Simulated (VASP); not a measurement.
# SnH5 (P-6m2) in VASP: notebook, part 2 of 2

VASP 6.6.1.

## Step 4: Relaxation of cell and atoms, PBE

This run uses another cell than the first one, of 9.97 Å³/atom.

Contents of INCAR:

```
SYSTEM = SnH5
ALGO     = Normal         ! electronic algorithm
EDIFF    = 1E-6           ! SCF threshold, eV
EDIFFG   = -0.01          ! ionic threshold
ENCUT    = 600            ! plane-wave cutoff, eV
GGA      = PE             ! functional
IBRION   = 2              ! ionic algorithm
ISIF     = 3              ! what is computed and relaxed
ISMEAR   = 0              ! smearing method
LASPH    = .TRUE.         ! aspherical terms in the spheres
LCHARG   = .FALSE.        ! write CHGCAR
LREAL    = .FALSE.        ! projectors in reciprocal space
LWAVE    = .FALSE.        ! write WAVECAR
NELM     = 100            ! most SCF steps
NSW      = 100            ! ionic steps
PREC     = Accurate       ! precision mode
SIGMA    = 0.1            ! smearing width, eV
```

Contents of KPOINTS:

```
k-points
0
G
  12 12 8
  0 0 0
```

Contents of POSCAR:

```
SnH5
1.0
    3.4940462648      0.0000000000      0.0000000000
   -1.7470231324      3.0259328274      0.0000000000
    0.0000000000      0.0000000000      5.6596964781
Sn H
1 5
Direct
    0.3333333333      0.6666666667      0.0000000000
    0.6666666667      0.3333333333      0.6703386235
    0.3333333333      0.6666666667      0.5678102249
    0.6666666667      0.3333333333      0.5000000000
    0.3333333333      0.6666666667      0.4321897751
    0.6666666667      0.3333333333      0.3296613765
```

Potentials or basis: VASP PAW PBE potentials, release 64 (Sn_d, H).

On the command line:

```bash
$ cat potpaw_PBE.64/Sn_d/POTCAR potpaw_PBE.64/H/POTCAR > POTCAR
$ mpirun -np 1 vasp_std > vasp.out
```

OUTCAR:

```text
SYSTEM = SnH5
   EDIFF = 1E-6
   EDIFFG = -0.01
   ENCUT = 600
   GGA = PE
   IBRION = 2
   ISIF = 3
   ISMEAR = 0
   LASPH = .TRUE.
   LREAL = .FALSE.
   NELM = 100
   NSW = 100
   PREC = Accurate

 ion  position               nearest neighbor table
   1  0.333  0.667  0.000-
   2  0.667  0.333  0.670-
   3  0.333  0.667  0.568-   5 0.77
   4  0.667  0.333  0.500-
   5  0.333  0.667  0.432-   3 0.77
   6  0.667  0.333  0.330-

  LATTYP: Found a hexagonal cell.
 ALAT       =     3.4940462648
 C/A-ratio  =     1.6198115449

  Lattice vectors:

 A1 = (   3.4940462648,   0.0000000000,   0.0000000000)
 A2 = (  -1.7470231324,   3.0259328274,   0.0000000000)
 A3 = (   0.0000000000,   0.0000000000,   5.6596964781)
[... 523 lines left out ...]
  band No.  band energies     occupation
      1     -18.8444      2.00000
      2     -18.7441      2.00000
      3     -18.7441      2.00000
      4     -18.7368      2.00000
      5     -18.7368      2.00000
      6      -7.9263      2.00000
      7      -4.3068      2.00000
      8      -1.4475      2.00000
      9      -0.4394      2.00000
     10       7.4854      0.00000
     11       8.7749      0.00000
     12       8.7749      0.00000
     13      12.2115      0.00000
[... 354 lines left out ...]
  band No.  band energies     occupation
      1     -18.8164      2.00000
      2     -18.7788      2.00000
      3     -18.7523      2.00000
      4     -18.7329      2.00000
      5     -18.6652      2.00000
      6      -6.4789      2.00000
      7      -3.2803      2.00000
      8      -2.3440      2.00000
      9       0.4315      2.00000
     10       2.4956      2.00000
     11       5.1838      0.00000
     12       6.5032      0.00000
     13       9.2961      0.00000

 [... further k-points ...]

------------------------ aborting loop because EDIFF is reached ----------------------------------------

  FORCE on cell =-STRESS in cart. coord.  units (eV):
  Direction    XX          YY          ZZ          XY          YZ          ZX
  --------------------------------------------------------------------------------------
  -------------------------------------------------------------------------------------
  Total        0.0147375      0.0147375     -0.0055076      0.0000000     -0.0000000      0.0000000
  in kB        0.3980504      0.3980504     -0.1487576      0.0000000     -0.0000000      0.0000000
  external PRESSURE =       0.2157811 kB  Pullay stress =       0.0000000 kB
[... 21 lines left out ...]
  FREE ENERGIE OF THE ION-ELECTRON SYSTEM (eV)
  ---------------------------------------------------
  free  energy   TOTEN  =       -18.4155150763 eV

  energy  without entropy=      -18.4119158613  energy(sigma->0) =      -18.41371547

 reached required accuracy - stopping structural energy minimisation
```

OSZICAR:

```text
N       E                     dE             d eps       ncg     rms          rms(c)
DAV:   1     0.109110131887E+03    0.10911E+03   -0.10293E+04  2480   0.187E+03
DAV:   2    -0.874503685736E+01   -0.11786E+03   -0.11529E+03  2575   0.386E+02
DAV:   3    -0.193970394250E+02   -0.10652E+02   -0.10500E+02  3085   0.108E+02
[... 63 lines left out ...]
   8 F= -.18415439E+02 E0= -.18413641E+02  d E =-.172812E-03
       N       E                     dE             d eps       ncg     rms          rms(c)
DAV:   1    -0.184155128801E+02   -0.73493E-04   -0.42137E-03  2470   0.500E-01    0.189E-02
DAV:   2    -0.184155189229E+02   -0.60428E-05   -0.13279E-04  2735   0.928E-02    0.138E-02
DAV:   3    -0.184155149059E+02    0.40170E-05   -0.12878E-05  2951   0.360E-02    0.165E-03
DAV:   4    -0.184155150763E+02   -0.17035E-06   -0.29002E-06  2387   0.132E-02
   9 F= -.18415515E+02 E0= -.18413715E+02  d E =-.248395E-03
```

It took 6.5 min on 1 thread of Intel Xeon Platinum 8375C at 2.90GHz (Ice Lake), shared host; peak memory 0.25 GiB.

What came out:

```yaml
Free_energy: -18.4155 eV
Relaxed_volume: 9.89 Å³/atom
Relaxed_cell: a = 3.501 Å, b = 3.501 Å, c = 5.589 Å, α = 90.00°, β = 90.00°, γ = 120.00°
Space_group_after_relaxing_to_0.1_Å: P-6m2 (No. 187)
Energy_gained_by_relaxing: 0.5 meV/atom
Ionic_steps: 9
Pressure_after_relaxing: 0.0 GPa
Largest_force_after_relaxing: 0.003 eV/Å
Band_gap_on_the_k_mesh: zero (an odd number of electrons rules out a gap without spin polarisation)
```

Forces on the atoms (eV/Å):
```
Sn   0.000  0.000  0.000
H    0.000  0.000  0.000
H    0.000  0.000 -0.003
H    0.000  0.000  0.000
H    0.000  0.000  0.003
H    0.000  0.000  0.000
```

The path:
| step | energy change (eV) | largest force (eV/Å) | pressure (GPa) | volume (Å³) |
| --- | --- | --- | --- | --- |
| 1 | 0.0000 | 0.0452 | -0.26 | 59.84 |
| 2 | -0.0006 | 0.1527 | -0.01 | 59.70 |
| 3 | -0.0007 | 0.1272 | -0.05 | 59.72 |
| 4 | -0.0013 | 0.1024 | -0.02 | 59.65 |
| 5 | -0.0024 | 0.0523 | 0.07 | 59.45 |
| 6 | -0.0017 | 0.1060 | 0.19 | 59.04 |
| 7 | -0.0026 | 0.0533 | 0.07 | 59.31 |
| 8 | -0.0028 | 0.0286 | 0.06 | 59.32 |
| 9 | -0.0028 | 0.0031 | 0.02 | 59.32 |

Final structure:
```cif
data_structure
_symmetry_space_group_name_H-M 'P 1'
_symmetry_Int_Tables_number 1
_cell_length_a 3.5008
_cell_length_b 3.5008
_cell_length_c 5.5889
_cell_angle_alpha 90.000
_cell_angle_beta 90.000
_cell_angle_gamma 120.000
_cell_volume 59.32
loop_
_atom_site_label
_atom_site_type_symbol
_atom_site_fract_x
_atom_site_fract_y
_atom_site_fract_z
_atom_site_occupancy
Sn1 Sn 0.33333 0.66667 0.00000 1
H1 H 0.66667 0.33333 0.67302 1
H2 H 0.33333 0.66667 0.56858 1
H3 H 0.66667 0.33333 0.50000 1
H4 H 0.33333 0.66667 0.43142 1
H5 H 0.66667 0.33333 0.32698 1
```

Levels at points of the mesh, in eV from the Fermi level:
| k point | band 5 | band 6 | band 7 | band 8 | band 9 | band 10 | band 11 | band 12 | band 13 |
| --- | --- | --- | --- | --- | --- | --- | --- | --- | --- |
| (0.00, 0.00, 0.00) | -21.75 | -10.94 | -7.32 | -4.46 | -3.45 | 4.47 | 5.76 | 5.76 | 9.20 |
| (0.50, 0.00, 0.00) | -21.65 | -8.59 | -6.72 | -4.68 | -2.39 | -1.95 | 0.60 | 2.99 | 5.56 |
| (0.00, 0.00, 0.50) | -21.75 | -10.14 | -9.37 | -3.47 | -0.22 | 0.29 | 5.92 | 5.92 | 6.73 |
| (0.50, 0.00, 0.50) | -21.65 | -8.20 | -6.28 | -6.23 | -3.95 | 1.36 | 2.46 | 3.17 | 4.84 |

Caveat: spin-orbit coupling is left out, which moves the levels of the heavy elements.

## Step 5: The runs side by side

| potentials or basis | cell | k mesh | cutoff (eV) | gap on the mesh (eV) | pressure (GPa) | relaxed volume (Å³/atom) | largest force (eV/Å) |
| --- | --- | --- | --- | --- | --- | --- | --- |
| VASP PAW PBE potentials, release 64 (Sn_d, H_h) | relaxed from a = 2.626, b = 2.626, c = 13.477 Å, angles 90.0, 90.0, 120.0°, 6 atoms, atomic positions A | 6 × 6 × 2 | 910 | none | 0.1 | 9.85 | 0.04 |
| VASP PAW PBE potentials, release 64 (Sn_d, H_h) | relaxed from a = 3.618, b = 3.618, c = 5.353 Å, angles 90.0, 90.0, 120.0°, 6 atoms, atomic positions B | 6 × 6 × 4 | 910 | none | 0.4 | 9.80 | 0.03 |
| VASP PAW PBE potentials, release 64 (Sn_d, H) | relaxed from a = 3.494, b = 3.494, c = 5.660 Å, angles 90.0, 90.0, 120.0°, 6 atoms, atomic positions C | 12 × 12 × 8 | 600 | none | 0.0 | 9.89 | - |

Alike in all rows: task relaxation of cell and atoms; level PBE; no spin polarisation; smearing gaussian 0.1 eV.

Caveats: some runs use coarse meshes; spin-orbit coupling is left out, which moves the levels of the heavy elements; the volume moved by over 15 % at a fixed basis, so the end points are rough (at least some runs).

Absolute energies hang on the potentials; compare differences alone.
